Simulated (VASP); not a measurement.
# PbF2 (Pnma) in VASP: single point with PBE

Aim: the single point of PbF2 with PBE.

Everything below comes from runs of VASP 6.6.1. Logs are shortened: lines on timing, memory, paths and dates and some standing lists are left out, and cuts for length are marked.

### Step 1. The cell of the first run

It takes space group Pnma (No. 62, orthorhombic). Conventional cell: a = 6.427 Å, b = 3.891 Å, c = 7.636 Å, α = 90.00°, β = 90.00°, γ = 90.00°. Pb (site symmetry m) has 9 F at 2.45 to 3.04 Å within 3.2 Å. F (site symmetry m) has 4 Pb at 2.46 to 2.58 Å and 8 F at 2.85 to 3.21 Å within 3.3 Å. Within 3.3 Å of F (site symmetry m) lie 5 Pb at 2.45 to 3.04 Å and 8 F at 2.97 to 3.21 Å.

### Step 2. Single point, PBE

Input file INCAR:

```
SYSTEM = PbF2
PREC     = Accurate       ! precision mode
ENCUT    = 520            ! plane-wave cutoff, eV
EDIFF    = 1E-6           ! SCF threshold, eV
ISMEAR   = -1             ! smearing method
SIGMA    = 0.02           ! smearing width, eV
LREAL    = .FALSE.        ! projectors in reciprocal space
LASPH    = .TRUE.         ! aspherical terms in the spheres
NELM     = 60             ! most SCF steps
ALGO     = Normal         ! electronic algorithm
ISIF     = 2              ! what is computed and relaxed
LWAVE    = .FALSE.        ! write WAVECAR
LCHARG   = .FALSE.        ! write CHGCAR
GGA      = PE             ! functional
NBANDS   = 68             ! bands
```

Input file KPOINTS:

```
Automatic mesh
0
G
  3 5 3
  0 0 0
```

Input file POSCAR:

```
PbF2
1.0
    6.4268900000      0.0000000000      0.0000000000
    0.0000000000      3.8909800000      0.0000000000
    0.0000000000      0.0000000000      7.6357400000
Pb F
4 8
Direct
    0.7447265342      0.7500000000      0.1063002249
    0.2552734658      0.2500000000      0.8936997751
    0.7552734658      0.2500000000      0.6063002249
    0.2447265342      0.7500000000      0.3936997751
    0.1409337911      0.7500000000      0.0667395854
    0.8590662089      0.2500000000      0.9332604146
    0.3590662089      0.2500000000      0.5667395854
    0.6409337911      0.7500000000      0.4332604146
    0.5259897316      0.7500000000      0.8429575191
    0.4740102684      0.2500000000      0.1570424809
    0.9740102684      0.2500000000      0.3429575191
    0.0259897316      0.7500000000      0.6570424809
```

Potentials or basis: VASP PAW PBE potentials, release 64 (Pb_d, F).

On the command line:

```console
$ cat potpaw_PBE.64/Pb_d/POTCAR potpaw_PBE.64/F/POTCAR > POTCAR
$ mpirun -np 1 vasp_std > vasp.out
```

OUTCAR:

```text
SYSTEM = PbF2
   PREC = Accurate
   ENCUT = 520
   EDIFF = 1E-6
   ISMEAR = -1
   LREAL = .FALSE.
   LASPH = .TRUE.
   NELM = 60
   ISIF = 2
   GGA = PE

 ion  position               nearest neighbor table
   1  0.745  0.750  0.106-   9 2.45   6 2.46   6 2.46   5 2.56   8 2.58  10 2.64  10 2.64   4 3.89
                             4 3.89   2 4.04   2 4.04
   2  0.255  0.250  0.894-  10 2.45   5 2.46   5 2.46   6 2.56   7 2.58   9 2.64   9 2.64   3 3.89
                             3 3.89   1 4.04   1 4.04
   3  0.755  0.250  0.606-  11 2.45   8 2.46   8 2.46   7 2.56   6 2.58  12 2.64  12 2.64   2 3.89
                             2 3.89   4 4.04   4 4.04
   4  0.245  0.750  0.394-  12 2.45   7 2.46   7 2.46   8 2.56   5 2.58  11 2.64  11 2.64   1 3.89
                             1 3.89   3 4.04   3 4.04
   5  0.141  0.750  0.067-   2 2.46   2 2.46   1 2.56   4 2.58
   6  0.859  0.250  0.933-   1 2.46   1 2.46   2 2.56   3 2.58
   7  0.359  0.250  0.567-   4 2.46   4 2.46   3 2.56   2 2.58
   8  0.641  0.750  0.433-   3 2.46   3 2.46   4 2.56   1 2.58
   9  0.526  0.750  0.843-   1 2.45   2 2.64   2 2.64
  10  0.474  0.250  0.157-   2 2.45   1 2.64   1 2.64
  11  0.974  0.250  0.343-   3 2.45   4 2.64   4 2.64
  12  0.026  0.750  0.657-   4 2.45   3 2.64   3 2.64

  LATTYP: Found a simple orthorhombic cell.
 ALAT       =     3.8909800000
 B/A-ratio  =     1.6517406926
 C/A-ratio  =     1.9624207783

  Lattice vectors:

 A1 = (   0.0000000000,  -3.8909800000,   0.0000000000)
 A2 = (   6.4268900000,   0.0000000000,   0.0000000000)
 A3 = (   0.0000000000,   0.0000000000,   7.6357400000)

Analysis of symmetry for initial positions (statically):
=====================================================================
 Subroutine PRICEL returns:
 Original cell was already a primitive cell.

 Routine SETGRP: Setting up the symmetry group for a
 simple orthorhombic supercell.

 Subroutine GETGRP returns: Found  8 space group operations
 (whereof  2 operations were pure point group operations)
 out of a pool of  8 trial point group operations.

The static configuration has the point symmetry S_2 .
 The point group associated with its full space group is D_2h.

Analysis of symmetry for dynamics (positions and initial velocities):
=====================================================================
 Subroutine PRICEL returns:
 Original cell was already a primitive cell.

 Routine SETGRP: Setting up the symmetry group for a
 simple orthorhombic supercell.

 Subroutine GETGRP returns: Found  8 space group operations
 (whereof  2 operations were pure point group operations)
 out of a pool of  8 trial point group operations.

The dynamic configuration has the point symmetry S_2 .
 The point group associated with its full space group is D_2h.

 Subroutine INISYM returns: Found  8 space group operations
 (whereof  2 operations are pure point group operations),
 and found     1 'primitive' translations

----------------------------------------------------------------------------------------

                                     Primitive cell

  volume of cell :     190.9462

  direct lattice vectors                    reciprocal lattice vectors
     6.426890000  0.000000000  0.000000000     0.155596253  0.000000000  0.000000000
     0.000000000  3.890980000  0.000000000     0.000000000  0.257004662  0.000000000
     0.000000000  0.000000000  7.635740000     0.000000000  0.000000000  0.130963076

  length of vectors
     6.426890000  3.890980000  7.635740000     0.155596253  0.257004662  0.130963076

  position of ions in fractional coordinates (direct lattice)
     0.744726534  0.750000000  0.106300225
     0.255273466  0.250000000  0.893699775
     0.755273466  0.250000000  0.606300225
     0.244726534  0.750000000  0.393699775
     0.140933791  0.750000000  0.066739585
     0.859066209  0.250000000  0.933260415
     0.359066209  0.250000000  0.566739585
     0.640933791  0.750000000  0.433260415
     0.525989732  0.750000000  0.842957519
     0.474010268  0.250000000  0.157042481
     0.974010268  0.250000000  0.342957519
     0.025989732  0.750000000  0.657042481

  ion indices of the primitive-cell ions
   primitive index   ion index
                 1           1
                 2           2
                 3           3
                 4           4
                 5           5
                 6           6
                 7           7
                 8           8
                 9           9
                10          10
                11          11
                12          12

----------------------------------------------------------------------------------------

 KPOINTS: Automatic mesh

Automatic generation of k-mesh.
 Grid dimensions read from file:
 generate k-points for:    3    5    3

 Generating k-lattice:

  Cartesian coordinates                     Fractional coordinates (reciprocal lattice)
     0.051865418  0.000000000  0.000000000     0.333333333  0.000000000  0.000000000
     0.000000000  0.051400932  0.000000000     0.000000000  0.200000000  0.000000000
     0.000000000  0.000000000  0.043654359     0.000000000  0.000000000  0.333333333

  Length of vectors
     0.051865418  0.051400932  0.043654359

  Shift w.r.t. Gamma in fractional coordinates (k-lattice)
     0.000000000  0.000000000  0.000000000

 Subroutine IBZKPT returns following result:
 ===========================================

 Found     12 irreducible k-points:

 Following reciprocal coordinates:
            Coordinates               Weight
  0.000000  0.000000  0.000000      1.000000
  0.333333  0.000000  0.000000      2.000000
  0.000000  0.200000  0.000000      2.000000
  0.333333  0.200000  0.000000      4.000000
  0.000000  0.400000  0.000000      2.000000
  0.333333  0.400000  0.000000      4.000000
  0.000000  0.000000  0.333333      2.000000
  0.333333  0.000000  0.333333      4.000000
  0.000000  0.200000  0.333333      4.000000
  0.333333  0.200000  0.333333      8.000000
  0.000000  0.400000  0.333333      4.000000
  0.333333  0.400000  0.333333      8.000000
   k-points           NKPTS =     12   k-points in BZ     NKDIM =     12   number of bands    NBANDS=     68
   number of dos      NEDOS =    301   number of ions     NIONS =     12
   total plane-waves  NPLWV =  86400
   dimension x,y,z NGX =    48 NGY =   30 NGZ =   60
   dimension x,y,z NGXF=    96 NGYF=   60 NGZF=  120
   ions per type =               4   8
   NGX,Y,Z   is equivalent  to a cutoff of  12.42, 12.82, 13.06 a.u.
   NGXF,Y,Z  is equivalent  to a cutoff of  24.83, 25.64, 26.13 a.u.
 SYSTEM =  PbF2
   PREC   = accura    normal or accurate (medium, high low for compatibility)
   ISTART =      0    job   : 0-new  1-cont  2-samecut
   ICHARG =      2    charge: 1-file 2-atom 10-const
   ISPIN  =      1    spin polarized calculation?
   LNONCOLLINEAR =      F non collinear calculations
   LSORBIT =      F    spin-orbit coupling
   LASPH  =      T    aspherical Exc in radial PAW
   ENCUT  =  520.0 eV  38.22 Ry    6.18 a.u.  11.95  7.23 14.20*2*pi/ulx,y,z
   NELM   =     60;   NELMIN=  2; NELMDL= -5     # of ELM steps
   EDIFF  = 0.1E-05   stopping-criterion for ELM
   LREAL  =      F    real-space projection
   EDIFFG = 0.1E-04   stopping-criterion for IOM
   NSW    =      0    number of steps for IOM
   IBRION =     -1    ionic relax: 0-MD 1-quasi-New 2-CG
   NFREE  =      0    steps in history (QN), initial steepest desc. (CG)
   ISIF   =      2    stress and relaxation
   ISYM   =      2    0-nonsym 1-usesym 2-fastsym
   POTIM  = 0.5000    time-step for ionic-motion
   TEBEG  =    0.0;   TEEND  =   0.0 temperature during run
   PSTRESS=    0.0 pullay stress
   NELECT =     112.0000    total number of electrons
   NUPDOWN=      -1.0000    fix difference up-down
   EMIN   =  10.00;   EMAX   =-10.00  energy-range for DOS
   EFERMI =   0.00;   METHOD = LEGACY
   ISMEAR =    -1;   SIGMA  =   0.02  broadening in eV -4-tet -1-fermi 0-gaus
   EFERMI_NEDOS =   21; number of points for ismear=-14 and -15
   IALGO  =     38    algorithm
   IMIX   =      4    mixing-type and parameters
     AMIX     =   0.40;   BMIX     =  1.00
     AMIX_MAG =   1.60;   BMIX_MAG =  1.00
  volume/ion in A,a.u.               =      15.91       107.38
  Fermi-wavevector in a.u.,A,eV,Ry     =   1.370389  2.589660 25.551276  1.877966
  Thomas-Fermi vector in A             =   2.496180
   LORBIT       =      0    0 simple, 1 ext, 2 COOP (PROOUT), +10 PAW based schemes
   GGA     = PE    functional components
   LHFCALC =     F    Hartree Fock is set to
   AEXX    =    0.0000 exact exchange contribution
   IVDW    =     0    specifies the selected vdW correction
   LEPSILON=     F    determine dielectric tensor
   LRPA    =     F    only Hartree local field effects (RPA)
 non-spin polarized calculation
  energy-cutoff  :      520.00
  volume of cell :      190.95
 maximum number of plane-waves:      5162
 NGX is ok and might be reduce to    48
   NGX = 23   NGY = 15   NGZ = 29

 number of electron     112.0000067 magnetization

 Free energy of the ion-electron system (eV)
  ---------------------------------------------------
  ext. energy  EPLUGINS =         0.00000000
  ---------------------------------------------------
  free energy    TOTEN  =       -57.01531253 eV

  energy without entropy =      -57.01531253  energy(sigma->0) =      -57.01531253

 E-fermi :   3.1965     XC(G=0): -10.0292

 val. band max:        2.7236380628   @ k =   0.0000   0.4000   0.0000
 cond. band min:       7.0087361392   @ k =   0.0000   0.0000   0.0000
 fundamental gap:      4.2850980764
 Fermi energy:         3.1965196468

 k-point     1 :       0.0000    0.0000    0.0000
  band No.  band energies     occupation
      1     -18.6921      2.00000
      2     -18.5689      2.00000
      3     -18.3477      2.00000
      4     -18.3341      2.00000
      5     -18.0214      2.00000
      6     -17.9900      2.00000
[... 60 lines left out ...]
     67      10.6459      0.00000
     68      11.0972      0.00000
[... 779 lines left out ...]
     67      10.4913      0.00000
     68      10.6267      0.00000

------------------------ aborting loop because EDIFF is reached ----------------------------------------

  FORCE on cell =-STRESS in cart. coord.  units (eV):
  Direction    XX          YY          ZZ          XY          YZ          ZX
  --------------------------------------------------------------------------------------
  -------------------------------------------------------------------------------------
  Total        3.3746354      3.2988024      3.6141925      0.0000000      0.0000000      0.0000000
  in kB       28.3156444     27.6793498     30.3257021      0.0000000      0.0000000      0.0000000
  external PRESSURE =      28.7735654 kB  Pullay stress =       0.0000000 kB

 VOLUME and BASIS-vectors are now :
 -----------------------------------------------------------------------------
  energy-cutoff  :      520.00
  volume of cell :      190.95
      direct lattice vectors                 reciprocal lattice vectors
     6.426890000  0.000000000  0.000000000     0.155596253  0.000000000  0.000000000
     0.000000000  3.890980000  0.000000000     0.000000000  0.257004662  0.000000000
     0.000000000  0.000000000  7.635740000     0.000000000  0.000000000  0.130963076

 POSITION                                       TOTAL-FORCE (eV/Angst)
 -----------------------------------------------------------------------------------
      4.78628      2.91824      0.81168        -0.002396      0.000000      0.012530
      1.64061      0.97274      6.82406         0.002396      0.000000     -0.012530
      4.85406      0.97274      4.62955         0.002396      0.000000      0.012530
      1.57283      2.91824      3.00619        -0.002396      0.000000     -0.012530
      0.90577      2.91824      0.50961        -0.004130      0.000000      0.006060
      5.52112      0.97274      7.12613         0.004130      0.000000     -0.006060
      2.30768      0.97274      4.32748         0.004130     -0.000000      0.006060
      4.11921      2.91824      3.30826        -0.004130      0.000000     -0.006060
      3.38048      2.91824      6.43660        -0.001426     -0.000000     -0.008817
      3.04641      0.97274      1.19914         0.001426      0.000000      0.008817
      6.25986      0.97274      2.61873         0.001426      0.000000     -0.008817
      0.16703      2.91824      5.01701        -0.001426     -0.000000      0.008817
 -----------------------------------------------------------------------------------
    total drift:                                0.000000     -0.000000     -0.000000

  FREE ENERGIE OF THE ION-ELECTRON SYSTEM (eV)
  ---------------------------------------------------
  free  energy   TOTEN  =       -57.0153125259 eV

  energy  without entropy=      -57.0153125259  energy(sigma->0) =      -57.01531253
```

Wall time 79 s (1 thread of Intel Xeon Platinum 8559C (Emerald Rapids), shared host); peak memory 0.33 GiB.

What came out:

| Property | Result |
| --- | --- |
| Free energy | -57.0153 eV |
| Pressure | 2.9 GPa |
| Largest force | 0.013 eV/Å |
| Band gap on the k mesh | 4.29 eV (least direct gap 4.56 eV) |

Forces on the atoms (eV/Å):
```
Pb  -0.002  0.000  0.013
Pb   0.002  0.000 -0.013
Pb   0.002  0.000  0.013
Pb  -0.002  0.000 -0.013
F   -0.004  0.000  0.006
F    0.004  0.000 -0.006
F    0.004  0.000  0.006
F   -0.004  0.000 -0.006
F   -0.001  0.000 -0.009
F    0.001  0.000  0.009
F    0.001  0.000 -0.009
F   -0.001  0.000  0.009
```

Stress tensor (GPa, compression positive):
```
2.83 0.00 0.00
0.00 2.77 0.00
0.00 0.00 3.03
```

Levels at points of the mesh, in eV from the valence-band top:
| k point | band 54 | band 55 | band 56 | band 57 | band 58 | band 59 |
| --- | --- | --- | --- | --- | --- | --- |
| (0.00, 0.00, 0.00) | -0.35 | -0.30 | -0.27 | 4.29 | 4.90 | 5.67 |

Caveat: spin-orbit coupling is left out, which moves the levels of the heavy elements.
